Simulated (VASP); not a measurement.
Write the native input for VASP 6.6.1 that does the following.

```
Task                   : single point
Functional             : PBE
Potentials or basis    : VASP PAW PBE potentials, release 64 (Ti_sv, C)
Cutoff                 : 520 eV
k mesh                 : 13 × 13 × 1
Occupations            : fermi-dirac, width 0.05 eV
Spin                   : no spin polarisation
Dipole correction      : yes
Further INCAR settings : ALGO = Normal; EDIFF = 1e-06; NBANDS = 15
```

The structure of TiC (TiC (100), 1 layers) lies in POSCAR:

```
TiC
1.0
    3.0637012665      0.0000000000      0.0000000000
    0.0000000000      3.0637012665      0.0000000000
    0.0000000000      0.0000000000     16.0000000000
Ti C
1 1
Direct
    0.2500000000      0.2500000000      0.5000000000
    0.7500000000      0.7500000000      0.5000000000
```

These files were run (other wordings do the same):

INCAR

```
PREC = Accurate
ENCUT = 520
EDIFF = 1E-6
ISMEAR = -1
SIGMA = 0.05
LREAL = False
LASPH = True
NELM = 60
ALGO = Normal
ISIF = 2
LWAVE = False
LCHARG = False
LDIPOL = True
IDIPOL = 3
DIPOL = 0.5 0.5 0.500
GGA = PE
NBANDS = 15
```

KPOINTS

```
regular mesh
0
Gamma
  13 13 1
```

Potentials or basis: VASP PAW PBE potentials, release 64 (Ti_sv, C).

Command:

```sh
$ cat potpaw_PBE.64/Ti_sv/POTCAR potpaw_PBE.64/C/POTCAR > POTCAR
$ mpirun -np 1 vasp_std > vasp.out
```

It gave:

The band gap on the k mesh is 0.14 eV, indirect (least direct gap 0.20 eV).

Wall time 63 s on 1 thread of AMD EPYC 9R45 96-Core Processor (Zen 5), with other jobs on the host, peak memory 0.23 GiB.
